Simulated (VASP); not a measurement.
Write the native input for VASP 6.6.1 that does the following.

| Quantity | Value |
| --- | --- |
| Task | single point |
| Functional | LDA |
| Potentials or basis | VASP PAW LDA potentials, release 64 (I, Pb_d) |
| Cutoff | 400 eV |
| k mesh | 12 × 12 × 1 |
| Occupations | gaussian, width 0.03 eV |
| Spin | no spin polarisation |
| Dipole correction | yes |
| Further INCAR settings | ALGO = Normal; EDIFF = 1e-06; NBANDS = 21; NELMDL = -8 |

The structure of PbI2 lies in POSCAR:

```
PbI2
1.0
    4.4545768453      0.0000000000      0.0000000000
   -2.2272884227      3.8577767112      0.0000000000
    0.0000000000      0.0000000000     31.2799999974
I Pb
2 1
Direct
    0.3333333333      0.6666666667      0.2239378940
    0.6666666667      0.3333333333      0.3431976559
    0.0000000000      0.0000000000      0.2835677750
```

One way to write it, as run:

INCAR

```
ALGO = Normal ; DIPOL = 0.5 0.5 0.284
EDIFF = 1E-6 ; ENCUT = 400
GGA_COMPAT = F ; IDIPOL = 3
ISIF = 2 ; ISMEAR = 0
LASPH = T ; LCHARG = F
LDIPOL = T ; LREAL = F
LWAVE = F ; NBANDS = 21
NELM = 120 ; NELMDL = -8
PREC = Accurate ; SIGMA = 0.03
```

KPOINTS

```
k-points
0
Gamma
  12 12 1
```

Potentials or basis: VASP PAW LDA potentials, release 64 (I, Pb_d).

Command:

```bash
$ cat potpaw_LDA.64/I/POTCAR potpaw_LDA.64/Pb_d/POTCAR > POTCAR
$ mpirun -np 1 vasp_std > vasp.out
```

It gave:

| Property | Result |
| --- | --- |
| Largest force | 0.015 eV/Å |
| Band gap on the k mesh | 2.39 eV (least direct gap 2.79 eV) |

Caveat: spin-orbit coupling is left out, which moves the levels of the heavy elements.

Wall time 6.8 min on 1 thread of Intel Xeon 8259CL (shared host), peak memory 0.42 GiB.
